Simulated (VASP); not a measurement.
**Ga3O2: single point with PBE**

The system is Ga3O2.

```
CELL_PARAMETERS angstrom
4.00870 0.00000 0.00000
0.00000 4.00870 0.00000
0.00000 0.00000 6.55510
ATOMIC_POSITIONS crystal
Ga 0.50000 0.50000 0.50000
Ga 0.00000 0.00000 0.25728
Ga 0.00000 0.00000 0.74272
O 0.00000 0.50000 0.50000
O 0.50000 0.00000 0.50000
```

The cell was generated, and may not be a known phase.

| Property | Result |
| --- | --- |
| Program | VASP 6.6.1 |
| Task | single point |
| Functional | PBE |
| Potentials or basis | VASP PAW PBE potentials, release 64 (Ga_d, O) |
| Cutoff | 520 eV |
| k mesh | 6 × 6 × 4 |
| Occupations | gaussian, width 0.1 eV |
| Spin | no spin polarisation |

The pressure is 0.2 GPa. The largest force is 0.018 eV/Å and the band gap on the k mesh is zero (an odd number of electrons rules out a gap without spin polarisation).

Forces on the atoms (eV/Å):
```
Ga   0.000  0.000  0.000
Ga   0.000  0.000 -0.018
Ga   0.000  0.000  0.018
O    0.000  0.000  0.000
O    0.000  0.000  0.000
```

Stress tensor (GPa, compression positive):
```
 0.37  0.00  0.00
 0.00  0.37  0.00
 0.00  0.00 -0.01
```

Levels at points of the mesh, in eV from the Fermi level:
```csv
k point,band 24,band 25,band 26,band 27,band 28,band 29
"(0.00, 0.00, 0.00)",-3.60,-1.76,-1.39,-0.13,3.53,3.53
"(0.50, 0.00, 0.00)",-3.44,-1.71,-0.63,1.26,2.10,2.59
"(0.50, 0.50, 0.00)",-2.92,-2.62,0.26,0.26,0.82,2.52
"(0.00, 0.00, 0.50)",-3.59,-3.18,-1.58,2.41,2.78,2.78
"(0.50, 0.00, 0.50)",-2.86,-2.03,0.18,0.39,3.17,3.42
"(0.50, 0.50, 0.50)",-2.62,-1.20,0.49,1.31,1.31,1.73
```

Wall time 110 s on 1 thread of Intel(R) Xeon(R) Platinum 8375C CPU @ 2.90GHz (Ice Lake), on a shared host, peak memory 0.24 GiB.

Caveat: an odd number of electrons without spin polarisation forces a metal; a magnetic or distorted state may lie lower.
